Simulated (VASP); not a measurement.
Here is a VASP 6.6.1 calculation.

Contents of INCAR:

```
SYSTEM = Sb
ALGO = Normal
EDIFF = 1E-7
ENCUT = 520
GGA = PS
ISIF = 2
ISMEAR = -1
LASPH = .True.
LCHARG = .False.
LREAL = .False.
LWAVE = .False.
NBANDS = 8
NELM = 100
PREC = Accurate
SIGMA = 0.08
```

KPOINTS

```
k-points
0
Gamma
  12 12 12
  0 0 0
```

The input POSCAR:

```
Sb
1.0
    3.1494313592      0.0000000000      0.0000000000
    0.0000000000      3.1494313592      0.0000000000
    0.0000000000      0.0000000000      3.1494313592
Sb
1
Direct
    0.0000000000      0.0000000000      0.0000000000
```

Potentials or basis: VASP PAW PBE potentials, release 64 (Sb).

Launch:

```bash
$ cat potpaw_PBE.64/Sb/POTCAR > POTCAR
$ mpirun -np 1 vasp_std > vasp.out
```

Predict the pressure.

-4.2 GPa.

Caveat: the PAW data sets were made with another functional, which shifts forces and pressure a little.
